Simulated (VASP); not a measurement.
Crystal: KRu.

```
CELL_PARAMETERS angstrom
1.63382 0.94328 5.20400
-1.63382 0.94328 5.20400
0.00000 -1.88657 5.20400
ATOMIC_POSITIONS crystal
K 0.00000 0.00000 0.00000
Ru 0.50000 0.50000 0.50000
```

```yaml
Program: VASP 6.6.1
Task: relaxation of cell and atoms
Functional: PBE
Potentials_or_basis: VASP PAW PBE potentials, release 64 (K_sv, Ru_pv)
Cutoff: 600 eV
k_mesh: 6 × 6 × 6
Occupations: gaussian, width 0.1 eV
Spin: no spin polarisation
```

At the start: pressure -4.9 GPa; volume 24.06 Å³/atom.

Where does the relaxation end?

Over 7 steps the energy falls by 401.8 meV/atom and the volume is 19.93 Å³/atom (-17.2 %); space group R-3m (No. 166, to 0.1 Å) before and after.

Step by step:
```
step  energy change (eV)  largest force (eV/Å)  pressure (GPa)  volume (Å³)
   1              0.0000                0.0000           -4.92        48.12
   2             -0.6146                0.0000           -3.83        42.87
   3             -0.7995                0.0000            0.67        39.43
   4             -0.7999                0.0000            1.45        39.07
   5             -0.8027                0.0000           -0.30        40.01
   6             -0.8033                0.0000            0.21        39.72
   7             -0.8035                0.0000           -0.07        39.86
```

Final structure:
```
CELL_PARAMETERS angstrom
1.41340 0.81603 5.75933
-1.41340 0.81603 5.75933
0.00000 -1.63205 5.75933
ATOMIC_POSITIONS crystal
K 0.00000 0.00000 0.00000
Ru 0.50000 0.50000 0.50000
```

Caveat: the k points lie up to 0.43 Å⁻¹ apart in the final cell, too coarse for converged energies and pressures of a metal; the volume moved by over 15 % at a fixed basis, so the end points are rough.
